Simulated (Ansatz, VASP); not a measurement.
## Na2S: VASP beside Ansatz

Contents of INCAR:

```
SYSTEM = Na2S
  ALGO = Normal
  EDIFF = 1E-6
  ENCUT = 500
  GGA = PE
  GGA_COMPAT = .FALSE.
  ISIF = 2
  ISMEAR = 0
  LASPH = .TRUE.
  LCHARG = .FALSE.
  LREAL = .FALSE.
  LWAVE = .FALSE.
  NBANDS = 17
  NELM = 120
  PREC = Accurate
  SIGMA = 0.01
```

Contents of KPOINTS:

```
k-points
0
G
  8 8 8
  0 0 0
```

POSCAR

```
Na2S
1.0
    0.0000000000      3.2554324613      3.2554324613
    3.2554324613      0.0000000000      3.2554324613
    3.2554324613      3.2554324613      0.0000000000
S Na
1 2
Direct
    0.0000000000      0.0000000000      0.0000000000
    0.2500000000      0.2500000000      0.2500000000
    0.7500000000      0.7500000000      0.7500000000
```

Input for Ansatz:

```yaml
crystal:
  lattice:
    - [0.0, 3.2554324613, 3.2554324613]
    - [3.2554324613, 0.0, 3.2554324613]
    - [3.2554324613, 3.2554324613, 0.0]
  atoms:
    - { symbol: S, position: [0.0, 0.0, 0.0] }
    - { symbol: Na, position: [0.25, 0.25, 0.25] }
    - { symbol: Na, position: [0.75, 0.75, 0.75] }
kpoints:
  mp_grid: { grid: [8, 8, 8] }
  band_path:
    path:
      - [0.0, 0.0, 0.0]
      - [0.5, 0.0, 0.5]
      - [0.625, 0.25, 0.625]
      - [0.375, 0.375, 0.75]
      - [0.5, 0.5, 0.5]
      - [0.5, 0.25, 0.75]
    npoints: 1
hamiltonian:
  xc: pbe
scf:
  occupations: { method: fixed }
  n_extra_bands: 4
output:
  forces: true
  stress: true
  eigenvalues: true
```

Alike in both runs: task single point; functional PBE; k mesh 8 × 8 × 8; no spin polarisation.

```csv
,VASP,Ansatz
version,VASP 6.6.1,Ansatz 0.2.0
potentials or method,"VASP PAW PBE potentials, release 64 (S, Na_pv)","plane waves, PAW"
plane-wave cutoff (eV),500,420
occupations,"gaussian, width 0.01 eV",fixed
valence electrons in the cell,20,24
```

|  | VASP | Ansatz | Ansatz less VASP |
| --- | --- | --- | --- |
| gap on the k mesh at the Fermi level (eV) | 2.53 | 2.53 | +0.002 |
| pressure (GPa) | 0.8 | 0.8 | -0.01 |

VASP's potentials hold 20 valence electrons a cell and Ansatz's 24, so a difference there can come from the potentials and not from the codes.
